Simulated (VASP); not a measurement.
Set up this calculation in VASP 6.6.1, as the native input.

- Task: single point
- Functional: PBE
- Potentials or basis: VASP PAW PBE potentials, release 64 (Sn_d)
- Cutoff: 520 eV
- k mesh: 12 × 12 × 12
- Occupations: gaussian, width 0.05 eV
- Spin: no spin polarisation
- Dipole correction: no
- Further INCAR settings: ALGO = Normal; EDIFF = 1e-07; NBANDS = 13

The structure of Sn lies in POSCAR:

```
Sn
1.0
   -1.9009315874      1.9009315874      1.9009315874
    1.9009315874     -1.9009315874      1.9009315874
    1.9009315874      1.9009315874     -1.9009315874
Sn
1
Direct
    0.0000000000      0.0000000000      0.0000000000
```

The input as run:

INCAR

```
ALGO = Normal ; EDIFF = 1E-7
ENCUT = 520 ; GGA = PE
ISIF = 2 ; ISMEAR = 0
LASPH = T ; LCHARG = F
LREAL = F ; LWAVE = F
NBANDS = 13 ; NELM = 100
PREC = Accurate ; SIGMA = 0.05
```

KPOINTS

```
k-points
0
Gamma
  12 12 12
```

Potentials or basis: VASP PAW PBE potentials, release 64 (Sn_d).

Command:

```bash
$ cat potpaw_PBE.64/Sn_d/POTCAR > POTCAR
$ mpirun -np 1 vasp_std > vasp.out
```

Results of the run:

| Property | Result |
| --- | --- |
| Pressure | 0.0 GPa |
| Band gap on the k mesh | zero (band 7 reaches 15.83 eV, above the bottom of band 8 at 5.53 eV) |

Caveat: spin-orbit coupling is left out, which moves the levels of the heavy elements.

Run time: 7.1 s on 1 thread of Intel(R) Xeon(R) 6975P-C (Granite Rapids) (shared host), peak memory 0.15 GiB.
